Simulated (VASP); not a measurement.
Set up this calculation in VASP 6.6.1, as the native input.

```
Task                   : single point
Functional             : r2SCAN
Potentials or basis    : VASP PAW PBE potentials, release 64 (Mg, O)
Cutoff                 : 520 eV
k mesh                 : 12 × 12 × 12
Occupations            : gaussian, width 0.05 eV
Spin                   : no spin polarisation
Dipole correction      : no
Further INCAR settings : ALGO = Normal; EDIFF = 1e-06; NBANDS = 14
```

MgO2:

```
Mg O
1.0
     1.56464    0.90335    3.40663
    -1.56464    0.90335    3.40663
     0.00000   -1.80669    3.40663
Mg O
1 2
Cartesian
  0.0000 0.0000 0.0000
  0.0000 0.0000 4.3821
  0.0000 0.0000 5.8377
```

This cell differs from its parent crystal: strain -0.025 along x and y, -0.025 along z.

The input as run:

POSCAR

```
MgO2
1.0
    1.5646419906      0.9033464745      3.4066294030
   -1.5646419906      0.9033464745      3.4066294030
    0.0000000000     -1.8066929489      3.4066294030
Mg O
1 2
Direct
    0.0000000000      0.0000000000      0.0000000000
    0.4287860000      0.4287860000      0.4287860000
    0.5712140000      0.5712140000      0.5712140000
```

INCAR.step1

```
SYSTEM = MgO2
  PREC = Accurate
  ENCUT = 520
  ISMEAR = 0
  SIGMA = 0.05
  LREAL = .FALSE.
  LASPH = .TRUE.
  NELM = 60
  NBANDS = 14
  GGA = PE
  ALGO = Normal
  EDIFF = 1E-4
  LWAVE = .TRUE.
  LCHARG = .FALSE.
```

INCAR.step2

```
SYSTEM = MgO2
  PREC = Accurate
  ENCUT = 520
  EDIFF = 1E-6
  ISMEAR = 0
  SIGMA = 0.05
  LREAL = .FALSE.
  LASPH = .TRUE.
  NELM = 60
  ALGO = Normal
  ISIF = 2
  LWAVE = .FALSE.
  LCHARG = .FALSE.
  METAGGA = R2SCAN
  LMIXTAU = .TRUE.
  NBANDS = 14
  ISTART = 1
```

KPOINTS

```
Automatic mesh
0
G
  12 12 12
  0 0 0
```

Potentials or basis: VASP PAW PBE potentials, release 64 (Mg, O).

Command:

```console
$ cat potpaw_PBE.64/Mg/POTCAR potpaw_PBE.64/O/POTCAR > POTCAR
$ cp INCAR.step1 INCAR
$ mpirun -np 1 vasp_std > vasp.out
$ cp INCAR.step2 INCAR
$ mpirun -np 1 vasp_std > vasp.out
```

It gave:

```
Pressure               : 5.4 GPa
Largest force          : 0.477 eV/Å
Band gap on the k mesh : 3.41 eV, direct
```

Caveat: the cell differs from its parent crystal (strain -0.025 along x and y, -0.025 along z); the PAW data sets were made with another functional, which shifts forces and pressure a little.

It took 3.4 min on 1 thread of AMD EPYC 9R45 (Zen 5), with other jobs on the host, peak memory 0.19 GiB.
